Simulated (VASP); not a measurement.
# Tc (P6_3/mmc) in VASP: notebook, part 2 of 3

VASP 6.6.1. Earlier steps stand in the parts before.

### Step 5. Relaxation of cell and atoms, LDA, target pressure 15 GPa, at which the enthalpy is minimised

This run uses another cell than the first one, of 14.30 Å³/atom, 1.080 times its volume.

Input file INCAR:

```
SYSTEM = Tc
  PREC = Accurate
  ENCUT = 600
  EDIFF = 1E-7
  ISMEAR = 1
  SIGMA = 0.05
  LREAL = .FALSE.
  LASPH = .TRUE.
  NELM = 60
  ALGO = Normal
  ISIF = 3
  LWAVE = .FALSE.
  LCHARG = .FALSE.
  GGA = CA
  IBRION = 2
  NSW = 80
  EDIFFG = -0.03
  PSTRESS = 150.0
```

Input file KPOINTS:

```
regular mesh
0
G
  9 9 5
  0 0 0
```

Input file POSCAR:

```
Tc
1.0
    2.7400000000      0.0000000000      0.0000000000
   -1.3700000000      2.3729096064      0.0000000000
    0.0000000000      0.0000000000      4.3980000000
Tc
2
Direct
    0.3333330000      0.6666670000      0.2500000000
    0.6666670000      0.3333330000      0.7500000000
```

On the command line:

```console
$ cat potpaw_LDA.64/Tc_pv/POTCAR > POTCAR
$ mpirun -np 1 vasp_std > vasp.out
```

It took 23 s on 1 thread of Intel Xeon 6975P-C (Granite Rapids), shared host; peak memory 0.15 GiB.

Results (log left out):

```yaml
Free_energy: -23.4109 eV
Relaxed_volume: 13.25 Å³/atom
Relaxed_cell: a = 2.671 Å, b = 2.671 Å, c = 4.287 Å, α = 90.00°, β = 90.00°, γ = 120.00°
Space_group_after_relaxing_to_0.05_Å: P6_3/mmc (No. 194)
Energy_change_on_relaxing_the_enthalpy_is_what_falls: +5.8 meV/atom
Ionic_steps: 5
Pressure_after_relaxing: 15.0 GPa
Band_gap_on_the_k_mesh: zero (band 13 reaches 15.02 eV, above the bottom of band 14 at 12.52 eV)
```

Stress tensor (GPa, compression positive):
```
14.88  0.00  0.00
 0.00 14.88  0.00
 0.00  0.00 15.27
```

Step by step:
| step | energy change (eV) | largest force (eV/Å) | pressure (GPa) | volume (Å³) |
| --- | --- | --- | --- | --- |
| 1 | 0.0000 | 0.0000 | -11.36 | 28.59 |
| 2 | 3.9688 | 0.0000 | 222.31 | 19.92 |
| 3 | -0.0099 | 0.0000 | 10.99 | 26.76 |
| 4 | 0.0048 | 0.0000 | 13.85 | 26.57 |
| 5 | 0.0116 | 0.0000 | 15.01 | 26.49 |

Final structure:
```
Tc
1.0
     2.67118    0.00000    0.00000
    -1.33559    2.31331    0.00000
     0.00000    0.00000    4.28725
Tc
2
Cartesian
  0.0000 1.5422 1.0718
  1.3356 0.7711 3.2154
```

Levels at points of the mesh, in eV from the Fermi level:
| k point | band 11 | band 12 | band 13 | band 14 | band 15 | band 16 |
| --- | --- | --- | --- | --- | --- | --- |
| (0.00, 0.00, 0.00) | -1.85 | -1.10 | -1.10 | -0.32 | -0.32 | 1.79 |

Caveat: the cell is relaxed towards a set pressure, so the enthalpy falls and the energy may rise.

### Step 6. Relaxation of cell and atoms, LDA, target pressure 30 GPa, at which the enthalpy is minimised

This run uses another cell than the first one, of 14.30 Å³/atom, 1.080 times its volume.

Input file INCAR:

```
SYSTEM = Tc
  PREC = Accurate
  ENCUT = 600
  EDIFF = 1E-6
  ISMEAR = 1
  SIGMA = 0.05
  LREAL = .FALSE.
  LASPH = .TRUE.
  NELM = 100
  ALGO = Normal
  ISIF = 3
  LWAVE = .FALSE.
  LCHARG = .FALSE.
  IBRION = 2
  NSW = 80
  EDIFFG = -0.03
  PSTRESS = 300.0
```

Input file KPOINTS:

```
Automatic mesh
0
G
  9 9 5
  0 0 0
```

POSCAR is that of step 5.

Potentials or basis: VASP PAW LDA potentials, release 64 (Tc_pv).

On the command line:

```console
$ cat potpaw_LDA.64/Tc_pv/POTCAR > POTCAR
$ mpirun -np 1 vasp_std > vasp.out
```

OUTCAR:

```text
SYSTEM = Tc
   PREC = Accurate
   ENCUT = 600
   EDIFF = 1E-6
   ISMEAR = 1
   LREAL = .FALSE.
   LASPH = .TRUE.
   NELM = 100
   ISIF = 3
   IBRION = 2
   NSW = 80
   EDIFFG = -0.03
   PSTRESS = 300.0

 ion  position               nearest neighbor table
   1  0.333  0.667  0.250-   2 2.71   2 2.71   2 2.71   2 2.71   2 2.71   2 2.71
   2  0.667  0.333  0.750-   1 2.71   1 2.71   1 2.71   1 2.71   1 2.71   1 2.71

  LATTYP: Found a hexagonal cell.
 ALAT       =     2.7400000000
 C/A-ratio  =     1.6051094891

  Lattice vectors:

 A1 = (   2.7400000000,   0.0000000000,   0.0000000000)
 A2 = (  -1.3700000000,   2.3729096064,   0.0000000000)
 A3 = (   0.0000000000,   0.0000000000,   4.3980000000)

Analysis of symmetry for initial positions (statically):
=====================================================================
 Subroutine PRICEL returns:
 Original cell was already a primitive cell.

 Routine SETGRP: Setting up the symmetry group for a
 hexagonal supercell.

 Subroutine GETGRP returns: Found 24 space group operations
 (whereof 12 operations were pure point group operations)
 out of a pool of 24 trial point group operations.

The static configuration has the point symmetry D_3d.
 The point group associated with its full space group is D_6h.

Analysis of symmetry for dynamics (positions and initial velocities):
=====================================================================
 Subroutine PRICEL returns:
 Original cell was already a primitive cell.

 Routine SETGRP: Setting up the symmetry group for a
 hexagonal supercell.

 Subroutine GETGRP returns: Found 24 space group operations
 (whereof 12 operations were pure point group operations)
 out of a pool of 24 trial point group operations.

The dynamic configuration has the point symmetry D_3d.
 The point group associated with its full space group is D_6h.

 Subroutine INISYM returns: Found 24 space group operations
 (whereof 12 operations are pure point group operations),
 and found     1 'primitive' translations

----------------------------------------------------------------------------------------

                                     Primitive cell

  volume of cell :      28.5948

  direct lattice vectors                    reciprocal lattice vectors
     2.740000000  0.000000000  0.000000000     0.364963504  0.210711777  0.000000000
    -1.370000000  2.372909606  0.000000000     0.000000000  0.421423554  0.000000000
     0.000000000  0.000000000  4.398000000     0.000000000  0.000000000  0.227376080

  length of vectors
     2.740000000  2.740000000  4.398000000     0.421423554  0.421423554  0.227376080

  position of ions in fractional coordinates (direct lattice)
     0.333333000  0.666667000  0.250000000
     0.666667000  0.333333000  0.750000000

  ion indices of the primitive-cell ions
   primitive index   ion index
                 1           1
                 2           2

----------------------------------------------------------------------------------------

 KPOINTS: Automatic mesh

[... 50 lines left out ...]
   number of dos      NEDOS =    301   number of ions     NIONS =      2
   total plane-waves  NPLWV =  20736
   dimension x,y,z NGX =    24 NGY =   24 NGZ =   36
   dimension x,y,z NGXF=    48 NGYF=   48 NGZF=   72
   ions per type =               2
   NGX,Y,Z   is equivalent  to a cutoff of  14.56, 14.56, 13.61 a.u.
   NGXF,Y,Z  is equivalent  to a cutoff of  29.12, 29.12, 27.22 a.u.
 SYSTEM =  Tc
   PREC   = accura    normal or accurate (medium, high low for compatibility)
   ISTART =      0    job   : 0-new  1-cont  2-samecut
   ICHARG =      2    charge: 1-file 2-atom 10-const
   ISPIN  =      1    spin polarized calculation?
   LNONCOLLINEAR =      F non collinear calculations
   LSORBIT =      F    spin-orbit coupling
   LASPH  =      T    aspherical Exc in radial PAW
   ENCUT  =  600.0 eV  44.10 Ry    6.64 a.u.   5.47  5.47  8.78*2*pi/ulx,y,z
   NELM   =    100;   NELMIN=  2; NELMDL= -5     # of ELM steps
   EDIFF  = 0.1E-05   stopping-criterion for ELM
   LREAL  =      F    real-space projection
   EDIFFG = -.3E-01   stopping-criterion for IOM
   NSW    =     80    number of steps for IOM
   IBRION =      2    ionic relax: 0-MD 1-quasi-New 2-CG
   NFREE  =      1    steps in history (QN), initial steepest desc. (CG)
   ISIF   =      3    stress and relaxation
   ISYM   =      2    0-nonsym 1-usesym 2-fastsym
   POTIM  = 0.5000    time-step for ionic-motion
   TEBEG  =    0.0;   TEEND  =   0.0 temperature during run
   PSTRESS=  300.0 pullay stress
   NELECT =      26.0000    total number of electrons
   NUPDOWN=      -1.0000    fix difference up-down
   EMIN   =  10.00;   EMAX   =-10.00  energy-range for DOS
   EFERMI =   0.00;   METHOD = LEGACY
   ISMEAR =     1;   SIGMA  =   0.05  broadening in eV -4-tet -1-fermi 0-gaus
   EFERMI_NEDOS =   21; number of points for ismear=-14 and -15
   IALGO  =     38    algorithm
   IMIX   =      4    mixing-type and parameters
     AMIX     =   0.40;   BMIX     =  1.00
     AMIX_MAG =   1.60;   BMIX_MAG =  1.00
  volume/ion in A,a.u.               =      14.30        96.48
  Fermi-wavevector in a.u.,A,eV,Ry     =   1.586002  2.997108 34.224109  2.515401
  Thomas-Fermi vector in A             =   2.685380
   LORBIT       =      0    0 simple, 1 ext, 2 COOP (PROOUT), +10 PAW based schemes
   GGA     = CA    functional components
   LHFCALC =     F    Hartree Fock is set to
   AEXX    =    0.0000 exact exchange contribution
   IVDW    =     0    specifies the selected vdW correction
   LEPSILON=     F    determine dielectric tensor
   LRPA    =     F    only Hartree local field effects (RPA)
 conjugate gradient relaxation of ions
 non-spin polarized calculation
 Methfessel and Paxton  Order N= 1 SIGMA  =   0.05
  energy-cutoff  :      600.00
  volume of cell :       28.59
 maximum number of plane-waves:       977
 NGX is ok and might be reduce to    24
   NGX = 11   NGY = 11   NGZ = 17

--------------------------------------- Ionic step        1  -------------------------------------------

 number of electron      26.0000001 magnetization

 Free energy of the ion-electron system (eV)
  ---------------------------------------------------
  ext. energy  EPLUGINS =         0.00000000
  ---------------------------------------------------
  free energy    TOTEN  =       -23.42247232 eV

  energy without entropy =      -23.42234235  energy(sigma->0) =      -23.42242899

------------------------ aborting loop because EDIFF is reached ----------------------------------------

  FORCE on cell =-STRESS in cart. coord.  units (eV):
  Direction    XX          YY          ZZ          XY          YZ          ZX
  --------------------------------------------------------------------------------------
  -------------------------------------------------------------------------------------
  Total       -2.0237891     -2.0237891     -2.0385981     -0.0000000      0.0000000      0.0000000
  in kB     -113.3936822   -113.3936822   -114.2234334     -0.0000000      0.0000000      0.0000000
  external PRESSURE =    -413.6702659 kB  Pullay stress =     300.0000000 kB
[... 97 lines left out ...]
  energy  without entropy=      -23.3826483459  energy(sigma->0) =      -23.38247211

  enthalpy is  TOTEN    =       -18.4717971821 eV   P V=        4.9105868060

[... ionic steps 4 to 7 ...]

--------------------------------------- Ionic step        8  -------------------------------------------

 number of electron      25.9999999 magnetization

------------------------ aborting loop because EDIFF is reached ----------------------------------------
[... 71 lines left out ...]
--------------------------------------- Ionic step       10  -------------------------------------------

 number of electron      25.9999998 magnetization

 Free energy of the ion-electron system (eV)
  ---------------------------------------------------
  ext. energy  EPLUGINS =         0.00000000
  ---------------------------------------------------
  free energy    TOTEN  =       -23.28754885 eV

  energy without entropy =      -23.28781565  energy(sigma->0) =      -23.28763778

 E-fermi :  14.6651     XC(G=0): -14.6834

 val. band max:       14.6531132448   @ k =   0.2222  -0.0000   0.2000
 cond. band min:      14.7181442845   @ k =   0.4444   0.1111   0.4000
 fundamental gap:      0.0650310397
 Fermi energy:        14.6651058982

 k-point     1 :       0.0000    0.0000    0.0000
  band No.  band energies     occupation
      1     -25.1328      2.00000
      2     -23.4997      2.00000
      3     -23.4997      2.00000
      4     -23.2388      2.00000
      5     -23.2388      2.00000
      6     -23.2186      2.00000
[... 457 lines left out ...]
      4     -24.0696      2.00000
      5     -23.7692      2.00000
      6     -23.7692      2.00000
[... 9 lines left out ...]
     16      17.3632      0.00000
     17      23.8785      0.00000

 [... further k-points ...]
[... 5 lines left out ...]
  --------------------------------------------------------------------------------------
  -------------------------------------------------------------------------------------
  Total        4.8035236      4.8035236      4.7968076      0.0000000      0.0000000      0.0000000
  in kB      300.5488072    300.5488073    300.1285974      0.0000000      0.0000000      0.0000000
  external PRESSURE =       0.4087373 kB  Pullay stress =     300.0000000 kB
[... 21 lines left out ...]
  energy  without entropy=      -23.2878156465  energy(sigma->0) =      -23.28763778

  enthalpy is  TOTEN    =       -18.4927965786 eV   P V=        4.7947522739

 reached required accuracy - stopping structural energy minimisation
```

CONTCAR:

```text
Tc
   1.00000000000000
     2.6401364429514045   -0.0000000000000000   -0.0000000000000000
    -1.3200682214757022    2.2864252290861682   -0.0000000000000000
    -0.0000000000000000    0.0000000000000000    4.2420142779921894
  Tc
     2
Direct
     0.3333330000000032    0.6666669999999968    0.2500000000000000
     0.6666669999999968    0.3333330000000032    0.7500000000000000

  0.00000000E+00  0.00000000E+00  0.00000000E+00
  0.00000000E+00  0.00000000E+00  0.00000000E+00
```

Run time: 37 s. Hardware: 1 thread of Intel Xeon 6975P-C (Granite Rapids), shared host; peak memory 0.15 GiB.

Results:

| Quantity | Value |
| --- | --- |
| Free energy | -23.2875 eV |
| Relaxed volume | 12.80 Å³/atom |
| Relaxed cell | a = 2.640 Å, b = 2.640 Å, c = 4.242 Å, α = 90.00°, β = 90.00°, γ = 120.00° |
| Space group after relaxing (to 0.05 Å) | P6_3/mmc (No. 194) |
| Energy change on relaxing (the enthalpy is what falls) | +67.5 meV/atom |
| Ionic steps | 10 |
| Pressure after relaxing | 30.0 GPa |
| Band gap on the k mesh | zero (band 13 reaches 15.76 eV, above the bottom of band 14 at 13.16 eV) |

The path:
```tsv
step	energy change (eV)	largest force (eV/Å)	pressure (GPa)	volume (Å³)
1	0.0000	0.0000	-11.37	28.59
2	13.6600	0.0000	601.71	15.88
3	0.0401	0.0000	19.23	26.23
4	0.0908	0.0000	25.48	25.86
5	0.1344	0.0000	30.01	25.61
6	0.1238	0.0000	29.01	25.67
7	0.1249	0.0000	29.06	25.66
8	0.1243	0.0000	29.03	25.66
9	0.1294	0.0000	29.49	25.64
10	0.1349	0.0000	30.04	25.61
```

Final structure:
```
Tc
1.0
     2.64014    0.00000    0.00000
    -1.32007    2.28643    0.00000
     0.00000    0.00000    4.24201
Tc
2
Direct
  0.33333 0.66667 0.25000
  0.66667 0.33333 0.75000
```

Caveat: the cell is relaxed towards a set pressure, so the enthalpy falls and the energy may rise.

[end of part 2 of 3]
